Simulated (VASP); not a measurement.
Write the native input for VASP 6.6.1 that does the following.

```yaml
Task: single point
Functional: HSE06
Potentials_or_basis: VASP PAW PBE potentials, release 64 (Li_sv, Cl)
Cutoff: 520 eV
k_mesh: 6 × 6 × 6
Occupations: gaussian, width 0.01 eV
Spin: no spin polarisation
Dipole_correction: no
Grid_for_exact_exchange_PRECFOCK: Normal
Further_INCAR_settings: ALGO = Normal; EDIFF = 1e-06; NBANDS = 12
Share_of_exact_exchange: 0.25
Screening_parameter: 0.2079 1/Å
```

The system is LiCl.

```
CELL_PARAMETERS angstrom
0.00000 2.89156 2.47686
2.89156 0.00000 2.47686
2.89156 2.89156 0.00000
ATOMIC_POSITIONS crystal
Li 0.00000 0.00000 0.00000
Cl 0.25000 0.25000 0.25000
```

This cell differs from its parent crystal: epitaxial xy strain +5.8%.

The input as run:

POSCAR

```
LiCl
1.0
    0.0000000000      2.8915590114      2.4768618153
    2.8915590114      0.0000000000      2.4768618153
    2.8915590114      2.8915590114      0.0000000000
Li Cl
1 1
Direct
    0.0000000000      0.0000000000      0.0000000000
    0.2500000000      0.2500000000      0.2500000000
```

INCAR.step1

```
PREC = Accurate
ENCUT = 520
EDIFF = 1E-5
ISMEAR = 0
SIGMA = 0.01
LREAL = F
LASPH = T
NELM = 100
ALGO = Normal
ISIF = 2
LWAVE = T
LCHARG = F
NBANDS = 12
GGA = PE
```

INCAR.step2

```
PREC = Accurate
ENCUT = 520
EDIFF = 1E-6
ISMEAR = 0
SIGMA = 0.01
LREAL = F
LASPH = T
NELM = 100
ALGO = Normal
ISIF = 2
LWAVE = F
LCHARG = F
GGA = PE
LHFCALC = T
HFSCREEN = 0.2079
PRECFOCK = Normal
NBANDS = 12
ISTART = 1
```

KPOINTS

```
regular mesh
0
Gamma
  6 6 6
```

Potentials or basis: VASP PAW PBE potentials, release 64 (Li_sv, Cl).

Launch:

```console
$ cat potpaw_PBE.64/Li_sv/POTCAR potpaw_PBE.64/Cl/POTCAR > POTCAR
$ cp INCAR.step1 INCAR
$ mpirun -np 1 vasp_std > vasp.out
$ cp INCAR.step2 INCAR
$ mpirun -np 1 vasp_std > vasp.out
```

It gave:

```json
{"Band gap on the k mesh": "7.16 eV"}
```

Caveat: the cell differs from its parent crystal (epitaxial xy strain +5.8%).

Wall time 9 min on 1 thread of Intel(R) Xeon(R) 6975P-C (Granite Rapids), with other jobs on the host, peak memory 0.28 GiB.
